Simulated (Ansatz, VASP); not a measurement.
# Two plane-wave programs on KGeO

```xyz
3
Lattice="3.9395 0.0000 0.0000 -1.9697 3.4117 0.0000 0.0000 0.0000 5.9001" Properties=species:S:1:pos:R:3 pbc="T T T"
K     0.0000    0.0000    1.4682
Ge    0.0000    0.0000    3.6456
O     0.0000    0.0000    5.6391
```

Alike in both runs: task relaxation of cell and atoms; functional PBE; k mesh 6 × 6 × 4; occupations gaussian, width 0.1 eV; no spin polarisation.

|  | VASP | Ansatz |
| --- | --- | --- |
| version | VASP 6.6.1 | Ansatz 0.2.0 |
| potentials or method | VASP PAW PBE potentials, release 64 (K_sv, Ge_d, O), cutoff 600 eV | scalar-relativistic, plane waves, PAW |
| valence electrons in the cell | 29 | 29 |

|  | VASP | Ansatz | Ansatz less VASP |
| --- | --- | --- | --- |
| gap on the k mesh at the Fermi level, each at its own relaxed structure (eV) | none | none | - |
| relaxed volume (Å³/atom) | 31.87 | 31.81 | -0.066 |
| relaxed cell length with the largest relative difference (Å) | 7.224 | 7.218 | -0.0063 |

A gap of «none» marks a metal or a gap that the smearing closes.

Noted on VASP's run: the volume moved by over 15 % at a fixed basis, so the end points are rough.
